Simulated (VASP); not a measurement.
# Au in VASP: notebook

Au is run at these levels: LDA; tasks: single point.

Program: VASP 6.6.1. These are calculated values, not measurements. Logs are shortened: lines on timing, memory, paths and dates and some standing lists are left out, and cuts for length are marked.

## (1) The cell of the first run

The cell holds a slab with vacuum, 5 atoms: a = 2.863 Å, b = 2.863 Å, c = 24.097 Å, α = 90.00°, β = 90.00°, γ = 90.00°.

## (2) Single point, LDA

The input, INCAR:

```
PREC     = Accurate       # precision mode
ENCUT    = 520            # plane-wave cutoff, eV
EDIFF    = 1E-7           # SCF threshold, eV
ISMEAR   = -1             # smearing method
SIGMA    = 0.05           # smearing width, eV
LREAL    = False          # projectors in reciprocal space
LASPH    = True           # aspherical terms in the spheres
NELM     = 60             # most SCF steps
ALGO     = Normal         # electronic algorithm
ISIF     = 2              # what is computed and relaxed
LWAVE    = False          # write WAVECAR
LCHARG   = False          # write CHGCAR
LDIPOL   = True         
IDIPOL   = 3            
DIPOL    = 0.5 0.5 0.500
GGA      = CA             # functional
NBANDS   = 36             # bands
EFIELD   = -0.1
```

The input, KPOINTS:

```
regular mesh
0
Gamma
  11 11 1
```

The input, POSCAR:

```
Au
1.0
    2.8626073067      0.0000000000      0.0000000000
    0.0000000000      2.8626073067      0.0000000000
    0.0000000000      0.0000000000     24.0967000000
Au
5
Direct
    0.0000000000      0.0000000000      0.3336327070
    0.5000000000      0.5000000000      0.4161763430
    0.0000000000      0.0000000000      0.5000000004
    0.5000000000      0.5000000000      0.5838236569
    0.0000000000      0.0000000000      0.6663672928
```

Potentials or basis: VASP PAW LDA potentials, release 64 (Au).

Started as:

```sh
cat potpaw_LDA.64/Au/POTCAR > POTCAR
mpirun -np 1 vasp_std > vasp.out
```

OUTCAR:

```text
PREC = Accurate
   ENCUT = 520
   EDIFF = 1E-7
   ISMEAR = -1
   LREAL = False
   LASPH = True
   NELM = 60
   ISIF = 2
   GGA = CA

 ion  position               nearest neighbor table
   1  0.000  0.000  0.334-   2 2.84   2 2.84   2 2.84   2 2.84
   2  0.500  0.500  0.416-   1 2.84   1 2.84   1 2.84   1 2.84   3 2.86   3 2.86   3 2.86   3 2.86

   3  0.000  0.000  0.500-   4 2.86   4 2.86   4 2.86   4 2.86   2 2.86   2 2.86   2 2.86   2 2.86

   4  0.500  0.500  0.584-   5 2.84   5 2.84   5 2.84   5 2.84   3 2.86   3 2.86   3 2.86   3 2.86

   5  0.000  0.000  0.666-   4 2.84   4 2.84   4 2.84   4 2.84

  LATTYP: Found a simple tetragonal cell.
 ALAT       =     2.8626073067
 C/A-ratio  =     8.4177455789

  Lattice vectors:

 A1 = (   2.8626073067,   0.0000000000,   0.0000000000)
 A2 = (   0.0000000000,   2.8626073067,   0.0000000000)
 A3 = (   0.0000000000,   0.0000000000,  24.0967000000)

Analysis of symmetry for initial positions (statically):
=====================================================================
 Subroutine PRICEL returns:
 Original cell was already a primitive cell.

 Routine SETGRP: Setting up the symmetry group for a
 simple tetragonal supercell.

 Subroutine GETGRP returns: Found 16 space group operations
 (whereof 16 operations were pure point group operations)
 out of a pool of 16 trial point group operations.

The static configuration has the point symmetry D_4h.

Analysis of symmetry for dynamics (positions and initial velocities):
=====================================================================
 An external electric field (EFIELD) may reduce the allowed symmetry operations
 Subroutine PRICEL returns:
 Original cell was already a primitive cell.

 Routine SETGRP: Setting up the symmetry group for a
 simple tetragonal supercell.

 Subroutine GETGRP returns: Found  8 space group operations
 (whereof  8 operations were pure point group operations)
 out of a pool of 16 trial point group operations.

The dynamic configuration has the point symmetry C_4v.

 Subroutine INISYM returns: Found  8 space group operations
 (whereof  8 operations are pure point group operations),
 and found     1 'primitive' translations

----------------------------------------------------------------------------------------

                                     Primitive cell

  volume of cell :     197.4609

  direct lattice vectors                    reciprocal lattice vectors
     2.862607307  0.000000000  0.000000000     0.349331883  0.000000000  0.000000000
     0.000000000  2.862607307  0.000000000     0.000000000  0.349331883  0.000000000
     0.000000000  0.000000000 24.096700000     0.000000000  0.000000000  0.041499458

  length of vectors
     2.862607307  2.862607307 24.096700000     0.349331883  0.349331883  0.041499458

  position of ions in fractional coordinates (direct lattice)
     0.000000000  0.000000000  0.333632707
     0.500000000  0.500000000  0.416176343
     0.000000000  0.000000000  0.500000000
     0.500000000  0.500000000  0.583823657
     0.000000000  0.000000000  0.666367293

  ion indices of the primitive-cell ions
   primitive index   ion index
                 1           1
                 2           2
                 3           3
                 4           4
                 5           5

----------------------------------------------------------------------------------------

 KPOINTS: regular mesh

Automatic generation of k-mesh.
 Grid dimensions read from file:
 generate k-points for:   11   11    1

 Generating k-lattice:

  Cartesian coordinates                     Fractional coordinates (reciprocal lattice)
     0.031757444  0.000000000  0.000000000     0.090909091  0.000000000  0.000000000
     0.000000000  0.031757444  0.000000000     0.000000000  0.090909091  0.000000000
     0.000000000  0.000000000  0.041499458     0.000000000  0.000000000  1.000000000

  Length of vectors
     0.031757444  0.031757444  0.041499458

  Shift w.r.t. Gamma in fractional coordinates (k-lattice)
     0.000000000  0.000000000  0.000000000

 Subroutine IBZKPT returns following result:
 ===========================================

 Found     21 irreducible k-points:

 Following reciprocal coordinates:
            Coordinates               Weight
  0.000000  0.000000  0.000000      1.000000
  0.090909  0.000000  0.000000      4.000000
  0.181818  0.000000  0.000000      4.000000
  0.272727  0.000000  0.000000      4.000000
  0.363636  0.000000  0.000000      4.000000
  0.454545  0.000000  0.000000      4.000000
[... 13 lines left out ...]
  0.454545  0.363636  0.000000      8.000000
  0.454545  0.454545  0.000000      4.000000
   k-points           NKPTS =     21   k-points in BZ     NKDIM =     21   number of bands    NBANDS=     36
   number of dos      NEDOS =    301   number of ions     NIONS =      5
   total plane-waves  NPLWV = 103680
   dimension x,y,z NGX =    24 NGY =   24 NGZ =  180
   dimension x,y,z NGXF=    48 NGYF=   48 NGZF=  360
   ions per type =               5
   NGX,Y,Z   is equivalent  to a cutoff of  13.94, 13.94, 12.42 a.u.
   NGXF,Y,Z  is equivalent  to a cutoff of  27.88, 27.88, 24.84 a.u.
 SYSTEM =  unknown system
   PREC   = accura    normal or accurate (medium, high low for compatibility)
   ISTART =      0    job   : 0-new  1-cont  2-samecut
   ICHARG =      2    charge: 1-file 2-atom 10-const
   ISPIN  =      1    spin polarized calculation?
   LNONCOLLINEAR =      F non collinear calculations
   LSORBIT =      F    spin-orbit coupling
   LASPH  =      T    aspherical Exc in radial PAW
   ENCUT  =  520.0 eV  38.22 Ry    6.18 a.u.   5.32  5.32 44.80*2*pi/ulx,y,z
   NELM   =     60;   NELMIN=  2; NELMDL= -5     # of ELM steps
   EDIFF  = 0.1E-06   stopping-criterion for ELM
   LREAL  =      F    real-space projection
   EDIFFG = 0.1E-05   stopping-criterion for IOM
   NSW    =      0    number of steps for IOM
   IBRION =     -1    ionic relax: 0-MD 1-quasi-New 2-CG
   NFREE  =      0    steps in history (QN), initial steepest desc. (CG)
   ISIF   =      2    stress and relaxation
   ISYM   =      2    0-nonsym 1-usesym 2-fastsym
   POTIM  = 0.5000    time-step for ionic-motion
   TEBEG  =    0.0;   TEEND  =   0.0 temperature during run
   PSTRESS=    0.0 pullay stress
   NELECT =      55.0000    total number of electrons
   NUPDOWN=      -1.0000    fix difference up-down
   EMIN   =  10.00;   EMAX   =-10.00  energy-range for DOS
   EFERMI =   0.00;   METHOD = LEGACY
   ISMEAR =    -1;   SIGMA  =   0.05  broadening in eV -4-tet -1-fermi 0-gaus
   EFERMI_NEDOS =   21; number of points for ismear=-14 and -15
   IALGO  =     38    algorithm
   IMIX   =      4    mixing-type and parameters
     AMIX     =   0.40;   BMIX     =  1.00
     AMIX_MAG =   1.60;   BMIX_MAG =  1.00
  volume/ion in A,a.u.               =      39.49       266.51
  Fermi-wavevector in a.u.,A,eV,Ry     =   1.069142  2.020385 15.552336  1.143064
  Thomas-Fermi vector in A             =   2.204812
   LORBIT       =      0    0 simple, 1 ext, 2 COOP (PROOUT), +10 PAW based schemes
   GGA     = CA    functional components
   LHFCALC =     F    Hartree Fock is set to
   AEXX    =    0.0000 exact exchange contribution
   IVDW    =     0    specifies the selected vdW correction
   LEPSILON=     F    determine dielectric tensor
   LRPA    =     F    only Hartree local field effects (RPA)
 non-spin polarized calculation
  energy-cutoff  :      520.00
  volume of cell :      197.46
 maximum number of plane-waves:      5364
 NGX is ok and might be reduce to    24
   NGX = 11   NGY = 11   NGZ = 89

 dipolmoment           0.000000      0.000000      0.493271 electrons x Angstroem

 number of electron      55.0000013 magnetization

 dipolmoment           0.000000      0.000000     -0.049245 electrons x Angstroem

 Free energy of the ion-electron system (eV)
  ---------------------------------------------------
  ext. energy  EPLUGINS =         0.00000000
  ---------------------------------------------------
  free energy    TOTEN  =       -20.85604051 eV

  energy without entropy =      -20.84262688  energy(sigma->0) =      -20.84933369

 E-fermi :   0.8882     XC(G=0):  -6.2735

 val. band max:        0.8394019761   @ k =   0.1818   0.1818   0.0000
 cond. band min:       0.9474991058   @ k =   0.4545   0.1818   0.0000
 fundamental gap:      0.1080971298
 Fermi energy:         0.8882164638

 k-point     1 :       0.0000    0.0000    0.0000
  band No.  band energies     occupation
      1      -8.8909      2.00000
      2      -7.7323      2.00000
      3      -6.4608      2.00000
      4      -5.9783      2.00000
      5      -5.9509      2.00000
      6      -5.7568      2.00000
[... 28 lines left out ...]
     35       8.5723      0.00000
     36       9.0813      0.00000

 k-point     2 :       0.0909    0.0000    0.0000
  band No.  band energies     occupation
      1      -8.7016      2.00000
      2      -7.5673      2.00000
      3      -6.3264      2.00000
      4      -5.8646      2.00000
      5      -5.8225      2.00000
      6      -5.6316      2.00000
[... 28 lines left out ...]
     35       8.7075      0.00000
     36       8.9258      0.00000

 k-point     3 :       0.1818    0.0000    0.0000
  band No.  band energies     occupation
      1      -8.1680      2.00000
      2      -7.1504      2.00000
      3      -6.0859      2.00000
      4      -5.6350      2.00000
      5      -5.4726      2.00000
      6      -5.4167      2.00000
[... 28 lines left out ...]
     35       8.0913      0.00000
     36       8.9058      0.00000

 k-point     4 :       0.2727    0.0000    0.0000
  band No.  band energies     occupation
      1      -7.4082      2.00000
      2      -6.7244      2.00000
      3      -5.9982      2.00000
      4      -5.4353      2.00000
      5      -5.3867      2.00000
      6      -4.8162      2.00000
[... 28 lines left out ...]
     35       8.0792      0.00000
     36       8.3649      0.00000

 k-point     5 :       0.3636    0.0000    0.0000
  band No.  band energies     occupation
      1      -6.6907      2.00000
      2      -6.5146      2.00000
      3      -6.0192      2.00000
      4      -5.4250      2.00000
      5      -5.1741      2.00000
      6      -4.3766      2.00000
[... 538 lines left out ...]
 k-point    19 :       0.3636    0.3636    0.0000
  band No.  band energies     occupation
      1      -5.9216      2.00000
      2      -5.6872      2.00000
      3      -5.5639      2.00000
      4      -5.5488      2.00000
      5      -5.1487      2.00000
      6      -4.9902      2.00000
[... 28 lines left out ...]
     35       8.5785      0.00000
     36       8.7816      0.00000

 k-point    20 :       0.4545    0.3636    0.0000
  band No.  band energies     occupation
      1      -5.9829      2.00000
      2      -5.8883      2.00000
      3      -5.7195      2.00000
      4      -5.6936      2.00000
      5      -5.3138      2.00000
      6      -5.1277      2.00000
[... 28 lines left out ...]
     35       8.5477      0.00000
     36       9.4829      0.00000

 k-point    21 :       0.4545    0.4545    0.0000
  band No.  band energies     occupation
      1      -6.1560      2.00000
      2      -6.0744      2.00000
      3      -5.8285      2.00000
      4      -5.8233      2.00000
      5      -5.5587      2.00000
      6      -5.0769      2.00000
[... 28 lines left out ...]
     35       7.4591      0.00000
     36       7.9144      0.00000

------------------------ aborting loop because EDIFF is reached ----------------------------------------

 vacuum level on the upper side and lower side of the slab       (xc-potential included)         0.636        -0.658

  FORCE on cell =-STRESS in cart. coord.  units (eV):
  Direction    XX          YY          ZZ          XY          YZ          ZX
  --------------------------------------------------------------------------------------
  -------------------------------------------------------------------------------------
  Total       -2.5993315     -2.5993315      0.1913467      0.0000000     -0.0000000      0.0000000
  in kB      -21.0907066    -21.0907066      1.5525670      0.0000000     -0.0000000      0.0000000
  external PRESSURE =     -13.5429488 kB  Pullay stress =       0.0000000 kB

 VOLUME and BASIS-vectors are now :
 -----------------------------------------------------------------------------
  energy-cutoff  :      520.00
  volume of cell :      197.46
      direct lattice vectors                 reciprocal lattice vectors
     2.862607307  0.000000000  0.000000000     0.349331883  0.000000000  0.000000000
     0.000000000  2.862607307  0.000000000     0.000000000  0.349331883  0.000000000
     0.000000000  0.000000000 24.096700000     0.000000000  0.000000000  0.041499458

 POSITION                                       TOTAL-FORCE (eV/Angst)
 -----------------------------------------------------------------------------------
      0.00000      0.00000      8.03945         0.000000     -0.000000     -0.032844
      1.43130      1.43130     10.02848         0.000000      0.000000     -0.000848
      0.00000      0.00000     12.04835        -0.000000      0.000000     -0.000545
      1.43130      1.43130     14.06822         0.000000      0.000000      0.006348
      0.00000      0.00000     16.05725         0.000000      0.000000      0.027889
 -----------------------------------------------------------------------------------
    total drift:                                0.000000     -0.000000     -0.000046

  FREE ENERGIE OF THE ION-ELECTRON SYSTEM (eV)
  ---------------------------------------------------
  free  energy   TOTEN  =       -20.8560405064 eV

  energy  without entropy=      -20.8426268818  energy(sigma->0) =      -20.84933369

 vacuum level on the upper side and lower side of the slab         6.943         5.663
```

It took 2.9 min on 1 thread of Intel Xeon 6975P-C (Granite Rapids), shared host; peak memory 0.3 GiB.

What came out:

```yaml
Free_energy: -20.8560 eV
Largest_force: 0.033 eV/Å
Band_gap_on_the_k_mesh: zero (an odd number of electrons rules out a gap without spin polarisation)
```

Forces on the atoms (eV/Å):
```
Au   0.000  0.000 -0.033
Au   0.000  0.000 -0.001
Au   0.000  0.000 -0.001
Au   0.000  0.000  0.006
Au   0.000  0.000  0.028
```

Levels at points of the mesh, in eV from the Fermi level:
| k point | band 24 | band 25 | band 26 | band 27 | band 28 | band 29 | band 30 | band 31 | band 32 | band 33 |
| --- | --- | --- | --- | --- | --- | --- | --- | --- | --- | --- |
| (0.00, 0.00, 0.00) | -2.17 | -2.17 | -1.90 | -1.83 | -1.68 | -1.68 | -0.07 | 1.29 | 5.00 | 5.65 |

Caveat: spin-orbit coupling is left out, which moves the levels of the heavy elements.

## (3) Single point, LDA

The input, INCAR:

```
SYSTEM = Au
ALGO = Normal ; EDIFF = 1E-6
ENCUT = 520 ; ISIF = 2
ISMEAR = -1 ; LASPH = .TRUE.
LCHARG = .TRUE. ; LELF = .TRUE.
LREAL = .FALSE. ; LVHAR = .TRUE.
LWAVE = .FALSE. ; NBANDS = 36
NELM = 60 ; PREC = Accurate
SIGMA = 0.05
```

The input, KPOINTS:

```
k-points
0
G
  11 11 1
  0 0 0
```

POSCAR is that of step 2.

Potentials or basis: VASP PAW LDA potentials, release 64 (Au).

Started as:

```sh
cat potpaw_LDA.64/Au/POTCAR > POTCAR
mpirun -np 1 vasp_std > vasp.out
```

Run time: 86 s. Hardware: 1 thread of Intel Xeon 6975P-C (Granite Rapids), shared host; peak memory 0.29 GiB.

Results (log left out):

- Free energy: -20.8536 eV
- Largest force: 0.030 eV/Å
- Band gap on the k mesh: zero (an odd number of electrons rules out a gap without spin polarisation)

Forces in eV/Å, atoms in the order of the input:
```
Au   0.000  0.000 -0.030
Au   0.000  0.000 -0.004
Au   0.000  0.000  0.000
Au   0.000  0.000  0.004
Au   0.000  0.000  0.030
```

Levels at points of the mesh, in eV from the Fermi level:
```
           k point  band 24  band 25  band 26  band 27  band 28  band 29  band 30  band 31  band 32  band 33
(0.00, 0.00, 0.00)    -2.17    -2.17    -1.90    -1.83    -1.68    -1.68    -0.07     1.29     5.17     5.54
```

Caveat: there is no dipole correction, which matters where the two faces differ; spin-orbit coupling is left out, which moves the levels of the heavy elements.

The gap in the log of VASP goes by the Fermi energy; the results here count the filled bands.